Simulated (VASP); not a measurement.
Set up this calculation in VASP 6.6.1, as the native input.

```yaml
Task: relaxation of cell and atoms
Functional: PBEsol
Potentials_or_basis: VASP PAW PBE potentials, release 64 (Co)
Cutoff: 600 eV
k_mesh: 9 × 9 × 13
Occupations: fermi-dirac, width 0.05 eV
Spin: collinear spin, ferromagnetic start
Starting_moments: "[1.7, 1.7, 1.7] μB"
Dipole_correction: no
Further_INCAR_settings: ALGO = Normal; EDIFF = 1e-06; IBRION = 2; EDIFFG = -0.01; NSW = 80; ISIF = 3
```

The structure of Co lies in POSCAR:

```
Co
1.0
    3.9701439143      0.0000000000      0.0000000000
   -1.9850719572      3.4382454865      0.0000000000
    0.0000000000      0.0000000000      2.4336982195
Co
3
Direct
    0.0000000000      0.0000000000      0.0000000000
    0.3333333333      0.6666666667      0.5000000000
    0.6666666667      0.3333333333      0.5000000000
```

This isn't the form of Co at room conditions, which is hcp.

These files were run (other wordings do the same):

INCAR

```
SYSTEM = Co
PREC     = Accurate       ! precision mode
ENCUT    = 600            ! plane-wave cutoff, eV
EDIFF    = 1E-6           ! SCF threshold, eV
ISMEAR   = -1             ! smearing method
SIGMA    = 0.05           ! smearing width, eV
LREAL    = .FALSE.        ! projectors in reciprocal space
LASPH    = .TRUE.         ! aspherical terms in the spheres
NELM     = 150            ! most SCF steps
ALGO     = Normal         ! electronic algorithm
ISIF     = 3              ! what is computed and relaxed
LWAVE    = .FALSE.        ! write WAVECAR
LCHARG   = .FALSE.        ! write CHGCAR
ISPIN    = 2              ! spin polarisation
MAGMOM   = 1.7 1.7 1.7    ! initial moments
LORBIT   = 11             ! projections on sites
LMAXMIX  = 4              ! l up to which the mixer works
GGA      = PS             ! functional
IBRION   = 2              ! ionic algorithm
NSW      = 80             ! ionic steps
EDIFFG   = -0.01          ! ionic threshold
```

KPOINTS

```
regular mesh
0
G
  9 9 13
  0 0 0
```

Potentials or basis: VASP PAW PBE potentials, release 64 (Co).

Launch:

```bash
$ cat potpaw_PBE.64/Co/POTCAR > POTCAR
$ mpirun -np 1 vasp_std > vasp.out
```

It gave:

```yaml
Relaxed_volume: 10.52 Å³/atom
Relaxed_cell: a = 3.895 Å, b = 3.895 Å, c = 2.401 Å, α = 90.00°, β = 90.00°, γ = 120.00°
Space_group_after_relaxing_to_0.1_Å: P6/mmm (No. 191)
Energy_gained_by_relaxing: 19.6 meV/atom
Ionic_steps: 5
Pressure_after_relaxing: 0.1 GPa
Net_moment: 4.88 μB per cell
Site_moments: Co +1.60, +1.65 (each value once) μB
Valence_electrons_inside_the_program's_atomic_spheres: Co 8.29, 8.39 (each value once)
```

Caveat: the PAW data sets were made with another functional, which shifts forces and pressure a little.

Wall time 11 min on 1 thread of AMD EPYC 7R13, with other jobs on the host, peak memory 0.21 GiB.
